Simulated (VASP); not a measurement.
Set up this calculation in VASP 6.6.1, as the native input.

- Task: single point
- Functional: PBE
- Potentials or basis: VASP PAW PBE potentials, release 64 (Al, N)
- Cutoff: 520 eV
- k mesh: 6 × 6 × 6
- Occupations: gaussian, width 0.01 eV
- Spin: no spin polarisation
- Dipole correction: no
- Further INCAR settings: ALGO = Normal; EDIFF = 1e-06; NBANDS = 11

The structure of AlN lies in POSCAR:

```
AlN
1.0
    0.0000000000      2.1193301201      2.2489384552
    2.1193301201      0.0000000000      2.2489384552
    2.1193301201      2.1193301201      0.0000000000
Al N
1 1
Direct
    0.0000000000      0.0000000000      0.0000000000
    0.2500000000      0.2500000000      0.2500000000
```

This cell differs from its parent crystal: epitaxial xy strain -3.0%.

These files were run (other wordings do the same):

INCAR

```
SYSTEM = AlN
  ALGO = Normal
  EDIFF = 1E-6
  ENCUT = 520
  GGA = PE
  ISIF = 2
  ISMEAR = 0
  LASPH = .TRUE.
  LCHARG = .TRUE.
  LELF = .TRUE.
  LREAL = .FALSE.
  LVHAR = .TRUE.
  LWAVE = .FALSE.
  NBANDS = 11
  NELM = 100
  PREC = Accurate
  SIGMA = 0.01
```

KPOINTS

```
k-points
0
G
  6 6 6
  0 0 0
```

Potentials or basis: VASP PAW PBE potentials, release 64 (Al, N).

The run is started by

```console
$ cat potpaw_PBE.64/Al/POTCAR potpaw_PBE.64/N/POTCAR > POTCAR
$ mpirun -np 1 vasp_std > vasp.out
```

It gave:

```yaml
Pressure: 11.2 GPa
Band_gap_on_the_k_mesh: 3.15 eV, indirect (least direct gap 4.35 eV)
```

Caveat: the cell differs from its parent crystal (epitaxial xy strain -3.0%).

Run time: 9 s on 1 thread of Intel Xeon 8259CL, on a shared host, peak memory 0.13 GiB.
